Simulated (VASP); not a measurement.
# BAs (zincblende type) (F-43m) in VASP: further runs

BAs (zincblende type) is run at these levels: r2SCAN; tasks: single point, relaxation of cell and atoms.

Program: VASP 6.6.1. These are calculated values, not measurements. Logs are shortened: lines on timing, memory, paths and dates and some standing lists are left out, and cuts for length are marked.

## (1) The cell of the first run

Symmetry: F-43m, No. 216, cubic system. Conventional cell: a = 4.703 Å, b = 4.703 Å, c = 4.703 Å, α = 90.00°, β = 90.00°, γ = 90.00°. Within 2.7 Å of B (site symmetry -43m) lie 4 As at 2.04 Å. Within 2.7 Å of As (site symmetry -43m) lie 4 B at 2.04 Å.

## (2) Single point, r2SCAN (13.00 Å³/atom)

Input file POSCAR:

```
BAs
1.0
    0.0000000000      2.3513091663      2.3513091663
    2.3513091663      0.0000000000      2.3513091663
    2.3513091663      2.3513091663      0.0000000000
B As
1 1
Direct
    0.0000000000      0.0000000000      0.0000000000
    0.2500000000      0.2500000000      0.2500000000
```

Input file INCAR.step1:

```
PREC = Accurate
ENCUT = 520
ISMEAR = -1
SIGMA = 0.1
LREAL = F
LASPH = T
NELM = 100
NBANDS = 11
GGA = PE
ALGO = Normal
EDIFF = 1E-4
LWAVE = T
LCHARG = F
```

Input file INCAR.step2:

```
PREC = Accurate
ENCUT = 520
EDIFF = 1E-7
ISMEAR = -1
SIGMA = 0.1
LREAL = F
LASPH = T
NELM = 100
ALGO = Normal
ISIF = 2
LWAVE = F
LCHARG = F
METAGGA = R2SCAN
LMIXTAU = T
NBANDS = 11
ISTART = 1
```

Input file KPOINTS:

```
regular mesh
0
Gamma
  15 15 15
```

Potentials or basis: VASP PAW PBE potentials, release 64 (B, As).

Started as:

```sh
$ cat potpaw_PBE.64/B/POTCAR potpaw_PBE.64/As/POTCAR > POTCAR
$ cp INCAR.step1 INCAR
$ mpirun -np 1 vasp_std > vasp.out
$ cp INCAR.step2 INCAR
$ mpirun -np 1 vasp_std > vasp.out
```

OUTCAR:

```text
PREC = Accurate
   ENCUT = 520
   EDIFF = 1E-7
   ISMEAR = -1
   LREAL = F
   LASPH = T
   NELM = 100
   ISIF = 2
   METAGGA = R2SCAN
   ISTART = 1

 ion  position               nearest neighbor table
   1  0.000  0.000  0.000-   2 2.04   2 2.04   2 2.04   2 2.04
   2  0.250  0.250  0.250-   1 2.04   1 2.04   1 2.04   1 2.04

  LATTYP: Found a face centered cubic cell.
 ALAT       =     4.7026183326

  Lattice vectors:

 A1 = (   0.0000000000,   2.3513091663,   2.3513091663)
 A2 = (   2.3513091663,   0.0000000000,   2.3513091663)
 A3 = (   2.3513091663,   2.3513091663,   0.0000000000)

Analysis of symmetry for initial positions (statically):
=====================================================================
 Subroutine PRICEL returns:
 Original cell was already a primitive cell.

 Routine SETGRP: Setting up the symmetry group for a
 face centered cubic supercell.

 Subroutine GETGRP returns: Found 24 space group operations
 (whereof 24 operations were pure point group operations)
 out of a pool of 48 trial point group operations.

The static configuration has the point symmetry T_d .

Analysis of symmetry for dynamics (positions and initial velocities):
=====================================================================
 Subroutine PRICEL returns:
 Original cell was already a primitive cell.

 Routine SETGRP: Setting up the symmetry group for a
 face centered cubic supercell.

 Subroutine GETGRP returns: Found 24 space group operations
 (whereof 24 operations were pure point group operations)
 out of a pool of 48 trial point group operations.

The dynamic configuration has the point symmetry T_d .

 Subroutine INISYM returns: Found 24 space group operations
 (whereof 24 operations are pure point group operations),
 and found     1 'primitive' translations

----------------------------------------------------------------------------------------

                                     Primitive cell

  volume of cell :      25.9992

  direct lattice vectors                    reciprocal lattice vectors
     0.000000000  2.351309166  2.351309166    -0.212647493  0.212647493  0.212647493
     2.351309166  0.000000000  2.351309166     0.212647493 -0.212647493  0.212647493
     2.351309166  2.351309166  0.000000000     0.212647493  0.212647493 -0.212647493

  length of vectors
     3.325253312  3.325253312  3.325253312     0.368316262  0.368316262  0.368316262

  position of ions in fractional coordinates (direct lattice)
     0.000000000  0.000000000  0.000000000
     0.250000000  0.250000000  0.250000000

  ion indices of the primitive-cell ions
[... 85 lines left out ...]
   PSTRESS=    0.0 pullay stress
   NELECT =       8.0000    total number of electrons
   NUPDOWN=      -1.0000    fix difference up-down
   EMIN   =  10.00;   EMAX   =-10.00  energy-range for DOS
   EFERMI =   0.00;   METHOD = LEGACY
   ISMEAR =    -1;   SIGMA  =   0.10  broadening in eV -4-tet -1-fermi 0-gaus
   EFERMI_NEDOS =   21; number of points for ismear=-14 and -15
   IALGO  =     38    algorithm
   IMIX   =      4    mixing-type and parameters
     AMIX     =   0.40;   BMIX     =  1.00
     AMIX_MAG =   1.60;   BMIX_MAG =  1.00
  volume/ion in A,a.u.               =      13.00        87.73
  Fermi-wavevector in a.u.,A,eV,Ry     =   1.105228  2.088577 16.619901  1.221528
  Thomas-Fermi vector in A             =   2.241712
   LORBIT       =      0    0 simple, 1 ext, 2 COOP (PROOUT), +10 PAW based schemes
   METAGGA = R2SCAN    functional components
   LHFCALC =     F    Hartree Fock is set to
   AEXX    =    0.0000 exact exchange contribution
   IVDW    =     0    specifies the selected vdW correction
   LEPSILON=     F    determine dielectric tensor
   LRPA    =     F    only Hartree local field effects (RPA)
 non-spin polarized calculation
  energy-cutoff  :      520.00
  volume of cell :       26.00
 maximum number of plane-waves:       725
 NGX is ok and might be reduce to    28
   NGX = 13   NGY = 13   NGZ = 13

 number of electron       8.0000000 magnetization

 Free energy of the ion-electron system (eV)
  ---------------------------------------------------
  ext. energy  EPLUGINS =         0.00000000
  ---------------------------------------------------
  free energy    TOTEN  =       -22.22045070 eV

  energy without entropy =      -22.22043349  energy(sigma->0) =      -22.22044209

 E-fermi :   7.1994     XC(G=0): -11.3483

 val. band max:        6.5608075801   @ k =   0.0000   0.0000   0.0000
 cond. band min:       7.8792249895   @ k =   0.4000   0.4000   0.0000
 fundamental gap:      1.3184174094
 Fermi energy:         7.1993544802

 k-point     1 :       0.0000    0.0000    0.0000
  band No.  band energies     occupation
      1     -10.0547      2.00000
      2       6.5608      1.99663
      3       6.5608      1.99663
      4       6.5608      1.99663
      5      10.0612      0.00000
      6      10.0612      0.00000
      7      10.0612      0.00000
      8      12.3514      0.00000
      9      17.2052      0.00000
     10      20.1887      0.00000
     11      20.1887      0.00000
[... 309 lines left out ...]
 k-point    24 :       0.2000    0.1333    0.0000
  band No.  band energies     occupation
      1      -9.3390      2.00000
      2       3.5373      2.00000
      3       4.6679      2.00000
      4       4.9515      2.00000
      5       9.3027      0.00000
      6      12.2659      0.00000
      7      12.6542      0.00000
      8      13.3954      0.00000
      9      17.2028      0.00000
     10      19.6610      0.00000
     11      20.5011      0.00000

 [... further k-points ...]

------------------------ aborting loop because EDIFF is reached ----------------------------------------

  FORCE on cell =-STRESS in cart. coord.  units (eV):
  Direction    XX          YY          ZZ          XY          YZ          ZX
  --------------------------------------------------------------------------------------
  -------------------------------------------------------------------------------------
  Total        1.3658605      1.3658605      1.3658605      0.0000000     -0.0000000      0.0000000
  in kB       84.1700736     84.1700736     84.1700736      0.0000000     -0.0000000      0.0000000
  external PRESSURE =      84.1700736 kB  Pullay stress =       0.0000000 kB

 VOLUME and BASIS-vectors are now :
 -----------------------------------------------------------------------------
  energy-cutoff  :      520.00
  volume of cell :       26.00
      direct lattice vectors                 reciprocal lattice vectors
     0.000000000  2.351309166  2.351309166    -0.212647493  0.212647493  0.212647493
     2.351309166  0.000000000  2.351309166     0.212647493 -0.212647493  0.212647493
     2.351309166  2.351309166  0.000000000     0.212647493  0.212647493 -0.212647493

 POSITION                                       TOTAL-FORCE (eV/Angst)
 -----------------------------------------------------------------------------------
      0.00000      0.00000      0.00000         0.000000     -0.000000      0.000000
      1.17565      1.17565      1.17565        -0.000000      0.000000     -0.000000
 -----------------------------------------------------------------------------------
    total drift:                               -0.000000     -0.000000     -0.000000

  FREE ENERGIE OF THE ION-ELECTRON SYSTEM (eV)
  ---------------------------------------------------
  free  energy   TOTEN  =       -22.2204506985 eV

  energy  without entropy=      -22.2204334874  energy(sigma->0) =      -22.22044209
```

It took 4.7 min on 1 thread of Intel Xeon 8259CL, shared host; peak memory 0.19 GiB.

What came out:

- Free energy: -22.2205 eV
- Pressure: 8.4 GPa
- Band gap on the k mesh: 1.32 eV (least direct gap 3.50 eV)

Levels at points of the mesh, in eV from the valence-band top:
```
           k point  band 2  band 3  band 4  band 5  band 6  band 7
(0.00, 0.00, 0.00)    0.00    0.00    0.00    3.50    3.50    3.50
```

Caveat: the cell stands under pressure; the PAW data sets were made with another functional, which shifts forces and pressure a little; an odd mesh through Γ misses points on the zone boundary, where band edges can lie.

## (3) Single point, r2SCAN

This run uses another cell than the first one, of 13.68 Å³/atom.

Input file POSCAR:

```
BAs
1.0
    0.0000000000      2.3918569478      2.3918569478
    2.3918569478      0.0000000000      2.3918569478
    2.3918569478      2.3918569478      0.0000000000
B As
1 1
Direct
    0.0000000000      0.0000000000      0.0000000000
    0.2500000000      0.2500000000      0.2500000000
```

Input file INCAR.step1:

```
PREC = Accurate ; ENCUT = 520
ISMEAR = -1 ; SIGMA = 0.1
LREAL = False ; LASPH = True
NELM = 60 ; NBANDS = 11
GGA = PE ; ALGO = Normal
EDIFF = 1E-4 ; LWAVE = True
LCHARG = False
```

Input file INCAR.step2:

```
PREC = Accurate ; ENCUT = 520
EDIFF = 1E-6 ; ISMEAR = -1
SIGMA = 0.1 ; LREAL = False
LASPH = True ; NELM = 60
ALGO = Normal ; ISIF = 2
LWAVE = False ; LCHARG = False
METAGGA = R2SCAN ; LMIXTAU = True
NBANDS = 11 ; ISTART = 1
```

KPOINTS is that of step 2.

Potentials or basis: VASP PAW PBE potentials, release 64 (B, As).

Started as:

```sh
$ cat potpaw_PBE.64/B/POTCAR potpaw_PBE.64/As/POTCAR > POTCAR
$ cp INCAR.step1 INCAR
$ mpirun -np 1 vasp_std > vasp.out
$ cp INCAR.step2 INCAR
$ mpirun -np 1 vasp_std > vasp.out
```

Run time: 5.1 min. Hardware: 1 thread of Intel Xeon 8259CL, shared host; peak memory 0.19 GiB.

Results (log left out):

```
Free energy            : -22.2565 eV
Pressure               : 0.3 GPa
Band gap on the k mesh : 1.37 eV (least direct gap 3.44 eV)
```

Levels at points of the mesh, in eV from the valence-band top:
```tsv
k point	band 1	band 2	band 3	band 4	band 5	band 6	band 7	band 8	band 9
(0.00, 0.00, 0.00)	-16.12	0.00	0.00	0.00	3.44	3.44	3.44	5.10	10.36
```

Caveat: the PAW data sets were made with another functional, which shifts forces and pressure a little; an odd mesh through Γ misses points on the zone boundary, where band edges can lie.

## (4) Relaxation of cell and atoms, r2SCAN

This run uses another cell than the first one, of 13.93 Å³/atom.

Input file POSCAR:

```
BAs
1.0
    0.0000000000      2.4061959241      2.4061959241
    2.4061959241      0.0000000000      2.4061959241
    2.4061959241      2.4061959241      0.0000000000
B As
1 1
Direct
    0.0000000000      0.0000000000      0.0000000000
    0.2500000000      0.2500000000      0.2500000000
```

Input file INCAR.step1:

```
SYSTEM = BAs
PREC     = Accurate       ! precision mode
ENCUT    = 600            ! plane-wave cutoff, eV
ISMEAR   = -1             ! smearing method
SIGMA    = 0.1            ! smearing width, eV
LREAL    = .False.        ! projectors in reciprocal space
LASPH    = .True.         ! aspherical terms in the spheres
NELM     = 100            ! most SCF steps
GGA      = PE             ! functional
ALGO     = Normal         ! electronic algorithm
EDIFF    = 1E-4           ! SCF threshold, eV
LWAVE    = .True.         ! write WAVECAR
LCHARG   = .False.        ! write CHGCAR
```

Input file INCAR.step2:

```
SYSTEM = BAs
PREC     = Accurate       ! precision mode
ENCUT    = 600            ! plane-wave cutoff, eV
EDIFF    = 1E-6           ! SCF threshold, eV
ISMEAR   = -1             ! smearing method
SIGMA    = 0.1            ! smearing width, eV
LREAL    = .False.        ! projectors in reciprocal space
LASPH    = .True.         ! aspherical terms in the spheres
NELM     = 100            ! most SCF steps
ALGO     = Normal         ! electronic algorithm
ISIF     = 3              ! what is computed and relaxed
LWAVE    = .False.        ! write WAVECAR
LCHARG   = .False.        ! write CHGCAR
METAGGA  = R2SCAN         ! meta-GGA
LMIXTAU  = .True.       
IBRION   = 2              ! ionic algorithm
NSW      = 60             ! ionic steps
EDIFFG   = -0.005         ! ionic threshold
ISTART   = 1
```

Input file KPOINTS:

```
Automatic mesh
0
Gamma
  15 15 15
  0 0 0
```

Potentials or basis: VASP PAW PBE potentials, release 64 (B, As).

Started as:

```sh
$ cat potpaw_PBE.64/B/POTCAR potpaw_PBE.64/As/POTCAR > POTCAR
$ cp INCAR.step1 INCAR
$ mpirun -np 1 vasp_std > vasp.out
$ cp INCAR.step2 INCAR
$ mpirun -np 1 vasp_std > vasp.out
```

OUTCAR:

```text
SYSTEM = BAs
   PREC = Accurate
   ENCUT = 600
   EDIFF = 1E-6
   ISMEAR = -1
   LREAL = .False.
   LASPH = .True.
   NELM = 100
   ISIF = 3
   METAGGA = R2SCAN
   IBRION = 2
   NSW = 60
   EDIFFG = -0.005
   ISTART = 1

 ion  position               nearest neighbor table
   1  0.000  0.000  0.000-   2 2.08   2 2.08   2 2.08   2 2.08
   2  0.250  0.250  0.250-   1 2.08   1 2.08   1 2.08   1 2.08

  LATTYP: Found a face centered cubic cell.
 ALAT       =     4.8123918482

  Lattice vectors:

 A1 = (   0.0000000000,   2.4061959241,   2.4061959241)
 A2 = (   2.4061959241,   0.0000000000,   2.4061959241)
 A3 = (   2.4061959241,   2.4061959241,   0.0000000000)

Analysis of symmetry for initial positions (statically):
=====================================================================
 Subroutine PRICEL returns:
 Original cell was already a primitive cell.

 Routine SETGRP: Setting up the symmetry group for a
 face centered cubic supercell.

 Subroutine GETGRP returns: Found 24 space group operations
 (whereof 24 operations were pure point group operations)
 out of a pool of 48 trial point group operations.

The static configuration has the point symmetry T_d .

Analysis of symmetry for dynamics (positions and initial velocities):
[... 168 lines left out ...]
  in kB      -22.2573206    -22.2573206    -22.2573206      0.0000000     -0.0000000      0.0000000
  external PRESSURE =     -22.2573206 kB  Pullay stress =       0.0000000 kB
[... 59 lines left out ...]
--------------------------------------- Ionic step        3  -------------------------------------------

 number of electron       8.0000000 magnetization

 Free energy of the ion-electron system (eV)
  ---------------------------------------------------
  ext. energy  EPLUGINS =         0.00000000
  ---------------------------------------------------
  free energy    TOTEN  =       -22.25806238 eV

  energy without entropy =      -22.25804838  energy(sigma->0) =      -22.25805538

 E-fermi :   6.6260     XC(G=0): -11.1067

 val. band max:        5.9572051038   @ k =   0.0000   0.0000   0.0000
 cond. band min:       7.3342418005   @ k =   0.4000   0.4000   0.0000
 fundamental gap:      1.3770366966
 Fermi energy:         6.6260471450

 k-point     1 :       0.0000    0.0000    0.0000
  band No.  band energies     occupation
      1     -10.1446      2.00000
      2       5.9572      1.99751
      3       5.9572      1.99751
      4       5.9572      1.99751
      5       9.3963      0.00000
      6       9.3963      0.00000
      7       9.3963      0.00000
      8      11.0313      0.00000
[... 243 lines left out ...]
 k-point    24 :       0.2000    0.1333    0.0000
  band No.  band energies     occupation
      1      -9.4625      2.00000
      2       2.9870      2.00000
      3       4.1742      2.00000
      4       4.4011      2.00000
      5       8.6780      0.00000
      6      11.3677      0.00000
      7      11.8518      0.00000
      8      12.5017      0.00000

 [... further k-points ...]

------------------------ aborting loop because EDIFF is reached ----------------------------------------

  FORCE on cell =-STRESS in cart. coord.  units (eV):
  Direction    XX          YY          ZZ          XY          YZ          ZX
  --------------------------------------------------------------------------------------
  -------------------------------------------------------------------------------------
  Total        0.0017596      0.0017596      0.0017596      0.0000000     -0.0000000     -0.0000000
  in kB        0.1028405      0.1028405      0.1028405      0.0000000     -0.0000000     -0.0000000
  external PRESSURE =       0.1028405 kB  Pullay stress =       0.0000000 kB
[... 17 lines left out ...]
  FREE ENERGIE OF THE ION-ELECTRON SYSTEM (eV)
  ---------------------------------------------------
  free  energy   TOTEN  =       -22.2580623764 eV

  energy  without entropy=      -22.2580483791  energy(sigma->0) =      -22.25805538

 reached required accuracy - stopping structural energy minimisation
```

OUTCAR.step1:

```text
SYSTEM = BAs
   PREC = Accurate
   ENCUT = 600
   ISMEAR = -1
   LREAL = .False.
   LASPH = .True.
[... 484 lines left out ...]
      0.00000      0.00000      0.00000         0.000000      0.000000      0.000000
      1.20310      1.20310      1.20310        -0.000000     -0.000000     -0.000000
 -----------------------------------------------------------------------------------
    total drift:                               -0.000000     -0.000000     -0.000000

  FREE ENERGIE OF THE ION-ELECTRON SYSTEM (eV)
  ---------------------------------------------------
  free  energy   TOTEN  =       -11.4148454756 eV

  energy  without entropy=      -11.4148117149  energy(sigma->0) =      -11.41482860
```

OSZICAR.step1:

```text
N       E                     dE             d eps       ncg     rms          rms(c)
DAV:   1     0.159013122246E+02    0.15901E+02   -0.42687E+03  1920   0.988E+02
DAV:   2    -0.116269168797E+02   -0.27528E+02   -0.26770E+02  2992   0.113E+02
DAV:   3    -0.120113790079E+02   -0.38446E+00   -0.38446E+00  2144   0.182E+01
DAV:   4    -0.120120098057E+02   -0.63080E-03   -0.63080E-03  2936   0.803E-01
DAV:   5    -0.120120099733E+02   -0.16754E-06   -0.16702E-06  2112   0.952E-03    0.478E+00
DAV:   6    -0.114755912020E+02    0.53642E+00   -0.17624E+00  2008   0.681E+00    0.237E+00
DAV:   7    -0.114210225362E+02    0.54569E-01   -0.18957E-01  2752   0.265E+00    0.940E-01
DAV:   8    -0.114143298795E+02    0.66927E-02   -0.21263E-02  2080   0.102E+00    0.113E-01
DAV:   9    -0.114146549803E+02   -0.32510E-03   -0.60869E-04  2448   0.199E-01    0.630E-02
DAV:  10    -0.114148399887E+02   -0.18501E-03   -0.29694E-04  2320   0.127E-01    0.160E-02
DAV:  11    -0.114148454756E+02   -0.54870E-05   -0.11080E-05   984   0.266E-02
   1 F= -.11414845E+02 E0= -.11414829E+02  d E =-.337607E-04
```

It took 8.2 min on 1 thread of Intel Xeon 8259CL, shared host; peak memory 0.2 GiB.

Results:

```
Free energy                           : -22.2581 eV
Relaxed volume                        : 13.71 Å³/atom
Relaxed cell                          : a = 3.384 Å, b = 3.384 Å, c = 3.384 Å, α = 60.00°, β = 60.00°, γ = 60.00°
Space group after relaxing (to 0.1 Å) : F-43m (No. 216)
Energy gained by relaxing             : 1.6 meV/atom
Ionic steps                           : 3
Pressure after relaxing               : 0.0 GPa
Band gap on the k mesh                : 1.38 eV (least direct gap 3.44 eV)
```

The path:
```csv
step,energy change (eV),largest force (eV/Å),pressure (GPa),volume (Å³)
1,0.0000,0.0000,-2.23,27.86
2,-0.0014,0.0000,1.75,27.09
3,-0.0032,0.0000,0.01,27.41
```

Final structure:
```
CELL_PARAMETERS angstrom
0.00000 2.39319 2.39319
2.39319 0.00000 2.39319
2.39319 2.39319 0.00000
ATOMIC_POSITIONS crystal
B 0.00000 0.00000 0.00000
As 0.25000 0.25000 0.25000
```

Levels at points of the mesh, in eV from the valence-band top:
| k point | band 2 | band 3 | band 4 | band 5 | band 6 | band 7 |
| --- | --- | --- | --- | --- | --- | --- |
| (0.00, 0.00, 0.00) | 0.00 | 0.00 | 0.00 | 3.44 | 3.44 | 3.44 |

Caveat: the PAW data sets were made with another functional, which shifts forces and pressure a little; an odd mesh through Γ misses points on the zone boundary, where band edges can lie.

## (5) Overview

| task | cell | cutoff (eV) | gap on the mesh (eV) | pressure (GPa) |
| --- | --- | --- | --- | --- |
| single point | a = 3.325 Å, angles 60.0°, 2 atoms | 520 | 1.32 | 8.4 |
| single point | a = 3.383 Å, angles 60.0°, 2 atoms | 520 | 1.37 | 0.3 |
| relaxation of cell and atoms | relaxed from a = 3.403 Å, angles 60.0°, 2 atoms | 600 | 1.38 | 0.0 |

Alike in all rows: level r2SCAN; potentials or basis VASP PAW PBE potentials, release 64 (B, As); no spin polarisation; k mesh 15 × 15 × 15; smearing fermi-dirac 0.1 eV.

Caveats: the PAW data sets were made with another functional, which shifts forces and pressure a little; an odd mesh through Γ misses points on the zone boundary, where band edges can lie; the cell stands under pressure (at least some runs).

Total energies depend on the potentials used, so only differences within one code and one set of settings carry meaning.
